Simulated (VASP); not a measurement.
Set up this calculation in VASP 6.6.1, as the native input.

* Task: single point
* Functional: PBEsol
* Potentials or basis: VASP PAW PBE potentials, release 64 (Sr_sv, Ti_sv, O)
* Cutoff: 520 eV
* k mesh: 8 × 8 × 8
* Occupations: gaussian, width 0.02 eV
* Spin: no spin polarisation
* Hubbard terms: Ti d U = 1.0 eV
* Dipole correction: no
* Further INCAR settings: ALGO = Normal; EDIFF = 1e-06; NBANDS = 28

The structure of SrTiO3 lies in POSCAR:

```
SrTiO3
1.0
    3.8911201339      0.0000000000      0.0000000000
    0.0000000000      3.8911201339      0.0000000000
    0.0000000000      0.0000000000      3.8911201339
Sr Ti O
1 1 3
Direct
    0.0000000000      0.0000000000      0.0000000000
    0.5000000000      0.5000000000      0.5000000000
    0.0000000000      0.5000000000      0.5000000000
    0.5000000000      0.0000000000      0.5000000000
    0.5000000000      0.5000000000      0.0000000000
```

One way to write it, as run:

INCAR

```
PREC     = Accurate       # precision mode
ENCUT    = 520            # plane-wave cutoff, eV
EDIFF    = 1E-6           # SCF threshold, eV
ISMEAR   = 0              # smearing method
SIGMA    = 0.02           # smearing width, eV
LREAL    = False          # projectors in reciprocal space
LASPH    = True           # aspherical terms in the spheres
NELM     = 150            # most SCF steps
ALGO     = Normal         # electronic algorithm
ISIF     = 2              # what is computed and relaxed
LWAVE    = False          # write WAVECAR
LCHARG   = False          # write CHGCAR
LMAXMIX  = 4              # l up to which the mixer works
LDAU     = True           # DFT+U
LDAUTYPE = 2            
LDAUL    = -1 2 -1        # shell
LDAUU    = 0 1 0          # U, eV
LDAUJ    = 0 0 0        
LDAUPRINT= 1            
GGA      = PS             # functional
NBANDS   = 28             # bands
```

KPOINTS

```
regular mesh
0
Gamma
  8 8 8
```

Potentials or basis: VASP PAW PBE potentials, release 64 (Sr_sv, Ti_sv, O).

Launch:

```bash
$ cat potpaw_PBE.64/Sr_sv/POTCAR potpaw_PBE.64/Ti_sv/POTCAR potpaw_PBE.64/O/POTCAR > POTCAR
$ mpirun -np 1 vasp_std > vasp.out
```

Results of the run:

The pressure is 1.7 GPa. The band gap on the k mesh is 1.94 eV, indirect (least direct gap 2.31 eV).

Caveat: the PAW data sets were made with another functional, which shifts forces and pressure a little.

Wall time 79 s on 1 thread of AMD EPYC 7R43 64-Core Processor (Zen 3) (shared host), peak memory 0.16 GiB.
